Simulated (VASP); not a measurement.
Crystal: Sb.

```
Sb
1.0
     3.18364    0.00000    0.00000
     0.00000    4.43279    0.00000
    -0.03968    0.00000    4.49226
Sb
2
Direct
  0.01139 0.25000 0.24117
  0.98861 0.75000 0.75883
```

Base run:

```yaml
Program: VASP 6.6.1
Functional: PBE
Potentials_or_basis: VASP PAW PBE potentials, release 64 (Sb)
Cutoff: 520 eV
k_mesh: 9 × 6 × 6
Occupations: fermi-dirac, width 0.05 eV
Spin: no spin polarisation
```

Its results: band gap on the k mesh zero (bands 5 and 6 overlap by 7.78 eV); pressure -2.4 GPa; largest force 0.043 eV/Å.

Problem. The run is repeated on the same cell with these changes: functional from PBE to PBEsol. What comes out?

Solution. Band gap on the k mesh zero (bands 5 and 6 overlap by 7.78 eV); pressure -4.7 GPa; largest force 0.051 eV/Å.

PBEsol binds more tightly than PBE, so the same cell stands under less pressure.

Caveats: spin-orbit coupling is left out, which moves the levels of the heavy elements; the cell stands under tension (at least some runs); the PAW data sets were made with another functional, which shifts forces and pressure a little (at least some runs).
